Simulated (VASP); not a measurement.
Bi2Te3: single point with PBE

The system is Bi2Te3, a slab with vacuum.

```
Bi Te
1.0
     4.46881    0.00000    0.00000
    -2.23441    3.87011    0.00000
     0.00000    0.00000   32.46592
Bi Te
4 6
Cartesian
  2.2344 1.2900 7.5000
  0.0000 0.0000 15.1093
  0.0000 2.5801 17.3567
  2.2344 1.2900 24.9659
  0.0000 0.0000 9.2916
  0.0000 2.5801 11.3046
  2.2344 1.2900 13.3177
  2.2344 1.2900 19.1482
  0.0000 0.0000 21.1613
  0.0000 2.5801 23.1743
```

```
Program                : VASP 6.6.1
Task                   : single point
Functional             : PBE
Potentials or basis    : VASP PAW PBE potentials, release 64 (Bi_d, Te)
Cutoff                 : 520 eV
k mesh                 : 9 × 9 × 1
Occupations            : gaussian, width 0.01 eV
Spin                   : no spin polarisation
Dipole correction      : yes
Further INCAR settings : ALGO = Normal; EDIFF = 1e-06; NBANDS = 59
```

```yaml
Largest_force: 0.319 eV/Å
Band_gap_on_the_k_mesh: zero (bands 48 and 49 overlap by 0.14 eV)
```

Forces in eV/Å, atoms in the order of the input:
```
Bi   0.000  0.000  0.319
Bi   0.000  0.000 -0.144
Bi   0.000  0.000  0.144
Bi   0.000  0.000 -0.319
Te   0.000  0.000 -0.306
Te   0.000  0.000 -0.043
Te   0.000  0.000  0.134
Te   0.000  0.000 -0.134
Te   0.000  0.000  0.043
Te   0.000  0.000  0.306
```

Levels at points of the mesh, in eV from the Fermi level:
```csv
k point,band 45,band 46,band 47,band 48,band 49,band 50,band 51,band 52
"(0.00, 0.00, 0.00)",-0.53,-0.39,-0.34,-0.34,-0.14,0.61,0.61,0.65
```

Run time: 17 min on 1 thread of Intel(R) Xeon(R) Platinum 8488C (Sapphire Rapids) (shared host), peak memory 0.84 GiB.

Caveat: spin-orbit coupling is left out, which moves the levels of the heavy elements.
